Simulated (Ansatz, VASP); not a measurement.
**One calculation of AlRu, two programs**

File INCAR:

```
SYSTEM = AlRu
ALGO = Fast
EDIFF = 1E-6
ENCUT = 520
GGA = PS
ISIF = 2
ISMEAR = 0
LASPH = .True.
LCHARG = .False.
LREAL = .False.
LWAVE = .False.
NBANDS = 16
NELM = 60
PREC = Accurate
SIGMA = 0.1
```

File KPOINTS:

```
k-points
0
Gamma
  12 12 12
  0 0 0
```

File POSCAR:

```
AlRu
1.0
    2.9870527680     -0.0125946360     -0.0039788280
   -0.0125946360      3.0857755680      0.0319802040
   -0.0039788280      0.0319802040      3.0678259680
Al Ru
1 1
Direct
    0.0820363685     -0.0018184249      0.0158109373
    0.4179636315      0.5018184249      0.4841890627
```

Input for Ansatz:

```yaml
crystal:
  lattice:
    - [2.987052768, -0.012594636, -0.003978828]
    - [-0.012594636, 3.085775568, 0.031980204]
    - [-0.003978828, 0.031980204, 3.067825968]
  atoms:
    - { symbol: Al, position: [0.0820363685, -0.0018184249, 0.0158109373] }
    - { symbol: Ru, position: [0.4179636315, 0.5018184249, 0.4841890627] }
basis:
  ecutwfc: 420
kpoints:
  mp_grid: { grid: [12, 12, 12] }
hamiltonian:
  xc: pbesol
scf:
  occupations: { method: gaussian, width: 0.1 }
output:
  forces: true
  stress: true
  eigenvalues: true
```

Change from the starting cell: all atoms moved at random, cell strained at random.

Alike in both runs: task single point; functional PBEsol; k mesh 12 × 12 × 12; occupations gaussian, width 0.1 eV; no spin polarisation.

```csv
,VASP,Ansatz
version,VASP 6.6.1,Ansatz 0.2.0
potentials or method,"VASP PAW PBE potentials, release 64 (Al, Ru_pv), cutoff 520 eV","scalar-relativistic, plane waves, PAW"
valence electrons in the cell,17,19
```

```tsv
	VASP	Ansatz	Ansatz less VASP
gap on the k mesh at the Fermi level (eV)	none	none	-
pressure (GPa)	1.6	1.5	-0.10
traceless stress, the component that is largest in VASP (GPa)	-6.33	-6.21	+0.120
rms of the force components (eV/Å)	1.762	1.749	-0.0137
```

VASP's potentials were made for PBE, not for PBEsol. Atom by atom the forces differ by 0.014 eV/Å (rms over components). A gap of «none» marks a metal or a gap that the smearing closes. VASP's potentials hold 17 valence electrons a cell and Ansatz's 19, so a difference there can come from the potentials and not from the codes.
